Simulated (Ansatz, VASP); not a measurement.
**SnGe2: VASP beside Ansatz**

File INCAR:

```
SYSTEM = SnGe2
PREC = Accurate ; ENCUT = 520
EDIFF = 1E-6 ; ISMEAR = 0
SIGMA = 0.1 ; LREAL = .False.
LASPH = .True. ; NELM = 60
ALGO = Normal ; ISIF = 2
LWAVE = .False. ; LCHARG = .False.
GGA = PE ; NBANDS = 51
```

KPOINTS

```
Automatic mesh
0
Gamma
  4 4 4
  0 0 0
```

The input POSCAR:

```
SnGe2
1.0
   -2.7453890600      2.7453890600      4.4207823200
    2.7453890600     -2.7453890600      4.4207823200
    2.7453890600      2.7453890600     -4.4207823200
Sn Ge
2 4
Direct
    0.9166666700      0.4166666700      0.5000000000
    0.5833333300      0.0833333300      0.5000000000
    0.2500000000      0.7500000000      0.5000000000
    0.6666666700      0.6666666700      0.0000000000
    0.3333333300      0.3333333300      0.0000000000
    0.0000000000      0.0000000000      0.0000000000
```

Input for Ansatz:

```yaml
crystal:
  lattice:
    - [-2.74538906, 2.74538906, 4.42078232]
    - [2.74538906, -2.74538906, 4.42078232]
    - [2.74538906, 2.74538906, -4.42078232]
  atoms:
    - { symbol: Sn, position: [0.91666667, 0.41666667, 0.5] }
    - { symbol: Sn, position: [0.58333333, 0.08333333, 0.5] }
    - { symbol: Ge, position: [0.25, 0.75, 0.5] }
    - { symbol: Ge, position: [0.66666667, 0.66666667, 0.0] }
    - { symbol: Ge, position: [0.33333333, 0.33333333, 0.0] }
    - { symbol: Ge, position: [0.0, 0.0, 0.0] }
basis:
  ecutwfc: 420
kpoints:
  mp_grid: { grid: [4, 4, 4] }
hamiltonian:
  xc: pbe
scf:
  occupations: { method: gaussian, width: 0.1 }
  lower_state_search: "off"
output:
  forces: true
  stress: true
  eigenvalues: true
```

Alike in both runs: task single point; functional PBE; k mesh 4 × 4 × 4; occupations gaussian, width 0.1 eV; no spin polarisation.

|  | VASP | Ansatz |
| --- | --- | --- |
| version | VASP 6.6.1 | Ansatz 0.2.0 |
| potentials or method | VASP PAW PBE potentials, release 64 (Sn_d, Ge_d), cutoff 520 eV | scalar-relativistic, plane waves, PAW |
| valence electrons in the cell | 84 | 84 |

|  | VASP | Ansatz | Ansatz less VASP |
| --- | --- | --- | --- |
| gap on the k mesh at the Fermi level (eV) | none | none | - |
| pressure (GPa) | 0.7 | 0.6 | -0.02 |
| traceless stress, the component that is largest in VASP (GPa) | 1.80 | 1.80 | 0.000 |
| rms of the force components (eV/Å) | 0.185 | 0.186 | +0.0004 |

Atom by atom the forces differ by 0.000 eV/Å (rms over components). A gap of «none» marks a metal or a gap that the smearing closes. The functional is the same, so the differences come from potentials, cutoffs and numerics.

The k mesh is coarse, so the values compare programs but aren't converged.
